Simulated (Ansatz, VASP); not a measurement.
## Hf in VASP and in Ansatz

```
CELL_PARAMETERS angstrom
0.00000 2.20894 2.17994
2.15095 0.00000 2.17994
2.15095 2.20894 0.00000
ATOMIC_POSITIONS crystal
Hf 0.00000 0.00000 0.00000
```

Change from the starting cell: strain +e along x and -e along y -0.0133, strain +e along z and -e/2 along x and y +0.0000.

Alike in both runs: task single point; functional LDA; k mesh 18 × 18 × 18; occupations gaussian, width 0.15 eV; no spin polarisation.

|  | VASP | Ansatz |
| --- | --- | --- |
| version | VASP 6.6.1 | Ansatz 0.2.0 |
| potentials or method | VASP PAW LDA potentials, release 64 (Hf_pv), cutoff 520 eV | scalar-relativistic, plane waves, PAW |
| valence electrons in the cell | 10 | 26 |

|  | VASP | Ansatz | Ansatz less VASP |
| --- | --- | --- | --- |
| gap on the k mesh at the Fermi level (eV) | none | none | - |
| pressure (GPa) | 0.1 | 0.1 | -0.02 |
| traceless stress, the component that is largest in VASP (GPa) | -0.73 | -0.73 | 0.000 |

LDA's correlation is that of Perdew and Zunger in VASP and of Perdew and Wang (1992) in Ansatz. A gap of «none» marks a metal or a gap that the smearing closes. VASP's potentials hold 10 valence electrons a cell and Ansatz's 26, so a difference there can come from the potentials and not from the codes.

Neither program's run includes spin-orbit coupling.
